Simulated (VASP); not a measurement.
**ZrB: single point with PBE**

Crystal: ZrB.

```xyz
2
Lattice="1.2302 3.0756 3.0756 3.0756 1.2302 3.0756 3.0756 3.0756 1.2302" Properties=species:S:1:pos:R:3 pbc="T T T"
Zr    0.0000    0.0000    0.0000
B     3.6907    3.6907    3.6907
```

This cell differs from its parent crystal: ratio of the length along [111] to the lengths across it x 2.0, volume and fractional coordinates fixed.

```
Program             : VASP 6.6.1
Task                : single point
Functional          : PBE
Potentials or basis : VASP PAW PBE potentials, release 64 (Zr_sv, B)
Cutoff              : 520 eV
k mesh              : 20 × 20 × 20
Occupations         : gaussian, width 0.15 eV
Spin                : no spin polarisation
```

The pressure is 29.5 GPa. The band gap on the k mesh is zero (an odd number of electrons rules out a gap without spin polarisation).

Stress tensor (GPa, compression positive):
```
 29.54 -18.57 -18.57
-18.57  29.54 -18.57
-18.57 -18.57  29.54
```

Levels at points of the mesh, in eV from the Fermi level:
```csv
k point,band 5,band 6,band 7,band 8,band 9,band 10
"(0.00, 0.00, 0.00)",-10.19,-2.77,-1.29,1.63,1.63,6.57
"(0.50, 0.00, 0.00)",-5.11,-4.36,-3.59,-2.07,2.62,6.96
"(0.50, 0.50, 0.00)",-6.10,-3.62,-3.05,1.11,1.14,4.65
"(0.50, 0.50, 0.50)",-8.62,-4.90,-1.76,1.50,1.50,6.07
```

Wall time 13 min on 1 thread of Intel Xeon 8259CL, on a shared host, peak memory 0.45 GiB.

Caveat: the cell stands under pressure.
